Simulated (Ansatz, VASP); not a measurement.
# One calculation of TiTeW3, two programs

The input INCAR:

```
SYSTEM = TiTeW3
PREC     = Accurate       ! precision mode
ENCUT    = 520            ! plane-wave cutoff, eV
EDIFF    = 1E-6           ! SCF threshold, eV
ISMEAR   = 0              ! smearing method
SIGMA    = 0.1            ! smearing width, eV
LREAL    = .FALSE.        ! projectors in reciprocal space
LASPH    = .TRUE.         ! aspherical terms in the spheres
NELM     = 100            ! most SCF steps
ALGO     = Normal         ! electronic algorithm
ISIF     = 2              ! what is computed and relaxed
LWAVE    = .FALSE.        ! write WAVECAR
LCHARG   = .FALSE.        ! write CHGCAR
GGA      = PE             ! functional
NBANDS   = 38             ! bands
```

File KPOINTS:

```
regular mesh
0
G
  4 4 4
  0 0 0
```

POSCAR

```
TiTeW3
1.0
    5.0653451900      0.0000000000      0.0000000000
    0.0000000000      5.0653451900      0.0000000000
    0.0000000000      0.0000000000      5.0653451900
Ti Te W
1 1 3
Direct
    0.5000000000      0.5000000000      0.5000000000
    0.0000000000      0.0000000000      0.0000000000
    0.0000000000      0.5000000000      0.5000000000
    0.5000000000      0.0000000000      0.5000000000
    0.5000000000      0.5000000000      0.0000000000
```

Input for Ansatz:

```yaml
crystal:
  lattice:
    - [5.06534519, 0.0, 0.0]
    - [0.0, 5.06534519, 0.0]
    - [0.0, 0.0, 5.06534519]
  atoms:
    - { symbol: Ti, position: [0.5, 0.5, 0.5] }
    - { symbol: Te, position: [0.0, 0.0, 0.0] }
    - { symbol: W, position: [0.0, 0.5, 0.5] }
    - { symbol: W, position: [0.5, 0.0, 0.5] }
    - { symbol: W, position: [0.5, 0.5, 0.0] }
basis:
  ecutwfc: 420
kpoints:
  mp_grid: { grid: [4, 4, 4] }
hamiltonian:
  xc: pbe
scf:
  occupations: { method: gaussian, width: 0.1 }
  lower_state_search: "off"
output:
  forces: true
  stress: true
  eigenvalues: true
```

Change from the starting cell: species swapped into the Ca3BiP type (Pm-3m, No. 221).

Alike in both runs: task single point; functional PBE; k mesh 4 × 4 × 4; occupations gaussian, width 0.1 eV; no spin polarisation.

|  | VASP | Ansatz |
| --- | --- | --- |
| version | VASP 6.6.1 | Ansatz 0.2.0 |
| potentials or method | VASP PAW PBE potentials, release 64 (Ti_sv, Te, W_sv), cutoff 520 eV | scalar-relativistic, plane waves, PAW |
| valence electrons in the cell | 60 | 70 |

|  | VASP | Ansatz | Ansatz less VASP |
| --- | --- | --- | --- |
| gap on the k mesh at the Fermi level (eV) | none | none | - |
| pressure (GPa) | -17.6 | -17.6 | +0.02 |

A gap of «none» marks a metal or a gap that the smearing closes. VASP's potentials hold 60 valence electrons a cell and Ansatz's 70, so a difference there can come from the potentials and not from the codes.

Neither program's run includes spin-orbit coupling.
